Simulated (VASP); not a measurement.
The system is BeS.

```
Be S
1.0
     2.84459   -3.79773    0.00000
     2.84459    3.79773    0.00000
     0.00000    0.00000    5.20977
Be S
2 2
Cartesian
  1.4223 -1.8989 0.0000
  1.4223 1.8989 0.0000
  2.8446 -1.8989 3.9560
  2.8446 1.8989 1.2538
```

This cell differs from its parent crystal: atoms taken out.

- Program: VASP 6.6.1
- Task: relaxation of cell and atoms
- Functional: PBE
- Potentials or basis: VASP PAW PBE potentials, release 64 (Be, S)
- Cutoff: 600 eV
- k mesh: 6 × 6 × 6
- Occupations: gaussian, width 0.02 eV
- Spin: no spin polarisation

At the start: pressure -0.0 GPa; volume 28.14 Å³/atom.

Q: How do energy, volume and symmetry change on relaxing?

A: Over 37 steps the energy falls by 3.0 meV/atom and the volume is 27.92 Å³/atom (-0.8 %); space group Cmme (No. 67, to 0.1 Å) before and after.

The path:
| step | energy change (eV) | largest force (eV/Å) | pressure (GPa) | volume (Å³) |
| --- | --- | --- | --- | --- |
| 1 | 0.0000 | 0.0060 | -0.02 | 112.56 |
| 2 | -0.0002 | 0.0016 | -0.03 | 112.51 |
| 3 | -0.0008 | 0.0245 | -0.07 | 112.34 |
| 4 | -0.0015 | 0.0705 | -0.16 | 111.99 |
| 5 | -0.0015 | 0.1688 | -0.34 | 111.27 |
| 6 | -0.0018 | 0.1124 | -0.23 | 111.68 |
| 7 | -0.0018 | 0.1097 | -0.22 | 111.64 |
| 8 | -0.0021 | 0.1027 | -0.19 | 111.53 |
| 9 | -0.0024 | 0.0879 | -0.14 | 111.29 |
| 10 | -0.0028 | 0.0584 | -0.03 | 110.82 |
| 11 | -0.0027 | 0.0012 | 0.19 | 109.87 |
| 12 | -0.0029 | 0.0335 | 0.05 | 110.43 |
| 13 | -0.0030 | 0.0341 | 0.06 | 110.40 |
| 14 | -0.0034 | 0.0372 | 0.06 | 110.31 |
| 15 | -0.0040 | 0.0422 | 0.04 | 110.13 |
| 16 | -0.0051 | 0.0512 | 0.02 | 109.75 |
| 17 | -0.0069 | 0.0666 | -0.01 | 108.96 |
| 18 | -0.0082 | 0.0867 | -0.02 | 107.19 |
| 19 | -0.0089 | 0.0184 | 0.25 | 106.80 |
| 20 | -0.0089 | 0.0139 | 0.24 | 106.81 |
| 21 | -0.0099 | 0.0083 | 0.15 | 107.03 |
| 22 | -0.0106 | 0.0352 | 0.03 | 107.31 |
| 23 | -0.0101 | 0.0836 | -0.19 | 107.84 |
| 24 | -0.0107 | 0.0464 | -0.03 | 107.46 |
| 25 | -0.0109 | 0.0052 | 0.09 | 107.50 |
| 26 | -0.0109 | 0.0013 | 0.08 | 107.50 |
| 27 | -0.0110 | 0.0064 | 0.05 | 107.73 |
| 28 | -0.0111 | 0.0209 | -0.03 | 108.44 |
| 29 | -0.0111 | 0.0047 | 0.01 | 108.60 |
| 30 | -0.0111 | 0.0072 | 0.03 | 108.72 |
| 31 | -0.0112 | 0.0061 | 0.03 | 108.80 |
| 32 | -0.0113 | 0.0033 | 0.02 | 109.06 |
| 33 | -0.0115 | 0.0033 | 0.00 | 109.56 |
| 34 | -0.0118 | 0.0160 | -0.03 | 110.58 |
| 35 | -0.0117 | 0.0394 | -0.09 | 112.62 |
| 36 | -0.0119 | 0.0260 | -0.06 | 111.56 |
| 37 | -0.0119 | 0.0031 | 0.02 | 111.69 |

Final structure:
```xyz
4
Lattice="2.7577 -3.4429 0.0000 2.7577 3.4429 0.0000 0.0000 0.0000 5.8815" Properties=species:S:1:pos:R:3 pbc="T T T"
Be    4.1366    1.7215    0.0000
Be    4.1366   -1.7215    0.0000
S     2.7577   -1.7215    4.5771
S     2.7577    1.7215    1.3044
```

Caveat: the cell differs from its parent crystal (atoms taken out); this functional lacks dispersion, which binds layers or chains, so the pressure and a relaxed spacing across them are unreliable.
